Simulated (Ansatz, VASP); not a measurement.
**Ag: VASP beside Ansatz**

```
Ag
1.0
     0.00000    2.05332    2.04310
     2.04310    0.00000    2.04310
     2.04310    2.05332    0.00000
Ag
1
Direct
  0.00000 0.00000 0.00000
```

Change from the starting cell: strain +0.0050 x Voigt [0, 1, 0, 0, 0, 0], atoms carried along.

Alike in both runs: task single point; functional PBE; k mesh 20 × 20 × 20; occupations gaussian, width 0.15 eV; no spin polarisation.

```csv
,VASP,Ansatz
version,VASP 6.6.1,Ansatz 0.2.0
potentials or method,"VASP PAW PBE potentials, release 64 (Ag), cutoff 520 eV","scalar-relativistic, plane waves, PAW"
valence electrons in the cell,11,19
```

|  | VASP | Ansatz | Ansatz less VASP |
| --- | --- | --- | --- |
| gap on the k mesh at the Fermi level (eV) | none | none | - |
| pressure (GPa) | 4.0 | 4.1 | +0.10 |
| traceless stress, the component that is largest in VASP (GPa) | -0.13 | -0.14 | -0.001 |

A gap of «none» marks a metal or a gap that the smearing closes. With one functional, cell and mesh, what is left measures potentials, basis and numerics. VASP's potentials hold 11 valence electrons a cell and Ansatz's 19, so a difference there can come from the potentials and not from the codes.
